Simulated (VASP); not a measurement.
The system is Rb.

```
Rb
1.0
     0.00000    4.85500    4.85500
     4.85500    0.00000    4.85500
     4.85500    4.85500    0.00000
Rb
2
Cartesian
  0.0000 0.0000 0.0000
  2.4275 2.4275 2.4275
```

This isn't the form of Rb at room conditions, which is bcc.

| Quantity | Value |
| --- | --- |
| Program | VASP 6.6.1 |
| Task | relaxation of cell and atoms |
| Functional | r2SCAN |
| Potentials or basis | VASP PAW PBE potentials, release 64 (Rb_sv) |
| Cutoff | 600 eV |
| k mesh | 4 × 4 × 4 |
| Occupations | gaussian, width 0.05 eV |
| Spin | no spin polarisation |

At the start: pressure 0.1 GPa; volume 114.44 Å³/atom.

Problem. How do energy, volume and symmetry change on relaxing?

Solution. Over 4 steps the energy falls by 5.9 meV/atom and the volume is 129.61 Å³/atom (+13.3 %); space group Fd-3m (No. 227, to 0.1 Å) before and after.

Step by step:
```
step  energy change (eV)  largest force (eV/Å)  pressure (GPa)  volume (Å³)
   1              0.0000                0.0000            0.12       228.87
   2             -0.0021                0.0000            0.11       231.80
   3             -0.0071                0.0000            0.07       240.71
   4             -0.0117                0.0000            0.01       259.22
```

Final structure:
```
Rb
1.0
     0.00000    5.06072    5.06072
     5.06072    0.00000    5.06072
     5.06072    5.06072    0.00000
Rb
2
Direct
  0.00000 0.00000 0.00000
  0.25000 0.25000 0.25000
```

Caveat: the PAW data sets were made with another functional, which shifts forces and pressure a little.
